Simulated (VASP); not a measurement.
Si2C: single point with PBE

The system is Si2C.

```xyz
3
Lattice="3.3797 0.0000 0.0000 -1.6899 2.9269 0.0000 0.0000 0.0000 4.6533" Properties=species:S:1:pos:R:3 pbc="T T T"
Si   -0.0290    1.9217    3.4860
Si   -0.0048    1.9892    1.1113
C    -0.0164   -0.0292   -0.0385
```

```yaml
Program: VASP 6.6.1
Task: single point
Functional: PBE
Potentials_or_basis: VASP PAW PBE potentials, release 64 (Si, C)
Cutoff: 520 eV
k_mesh: 10 × 10 × 7
Occupations: methfessel-paxton, width 0.1 eV
Spin: no spin polarisation
Dipole_correction: no
Further_INCAR_settings: ALGO = Normal; EDIFF = 1e-06; NBANDS = 13
```

| Item | Value |
| --- | --- |
| Pressure | -12.0 GPa |
| Largest force | 1.266 eV/Å |
| Band gap on the k mesh | zero (bands 6 and 7 overlap by 2.70 eV) |

Forces on the atoms (eV/Å):
```
Si  -0.054 -0.202 -1.202
Si   0.055  0.112  1.260
C   -0.001  0.090 -0.058
```

Stress tensor (GPa, compression positive):
```
-23.22   0.06   0.31
  0.06 -22.20   0.94
  0.31   0.94   9.29
```

Levels at points of the mesh, in eV from the Fermi level:
```csv
k point,band 3,band 4,band 5,band 6,band 7,band 8,band 9,band 10
"(0.00, 0.00, 0.00)",-7.36,-2.74,-2.47,-0.90,2.50,2.78,3.79,6.10
"(0.50, 0.00, 0.00)",-5.12,-4.53,-4.19,-2.32,-1.88,1.18,3.95,4.31
"(0.00, 0.50, 0.00)",-5.14,-4.61,-4.30,-2.16,-1.89,1.08,3.96,4.28
"(0.50, 0.50, 0.00)",-5.12,-4.55,-4.17,-2.32,-1.88,1.18,3.95,4.31
```

It took 110 s on 1 thread of Intel(R) Xeon(R) 6975P-C (Granite Rapids), on a shared host, peak memory 0.31 GiB.

Caveat: the stress differs along the axes, from -23 to 9 GPa; forces of over 1 eV/Å act on the atoms, so gaps and moduli don't describe the material at rest.
